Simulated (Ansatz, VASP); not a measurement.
# One calculation of Ge, two programs

```
Ge
1.0
     3.77100    0.00000    0.00000
    -1.88550    3.26578    0.00000
     0.00000    0.00000   28.00000
Ge
2
Direct
  0.33333 0.66667 0.50786
  0.66667 0.33333 0.49214
```

Alike in both runs: task single point; functional PBE; dispersion D3(BJ); k mesh 12 × 12 × 1; occupations gaussian, width 0.1 eV; no spin polarisation.

|  | VASP | Ansatz |
| --- | --- | --- |
| version | VASP 6.6.1 | Ansatz 0.2.0 |
| potentials or method | VASP PAW PBE potentials, release 64 (Ge_d), cutoff 520 eV | scalar-relativistic, plane waves, PAW |
| valence electrons in the cell | 28 | 28 |

|  | VASP | Ansatz | Ansatz less VASP |
| --- | --- | --- | --- |
| gap on the k mesh at the Fermi level (eV) | none | none | - |
| rms of the force components (eV/Å) | 0.627 | 0.634 | +0.0072 |

Atom by atom the forces differ by 0.007 eV/Å (rms over components). A gap of «none» marks a metal or a gap that the smearing closes.
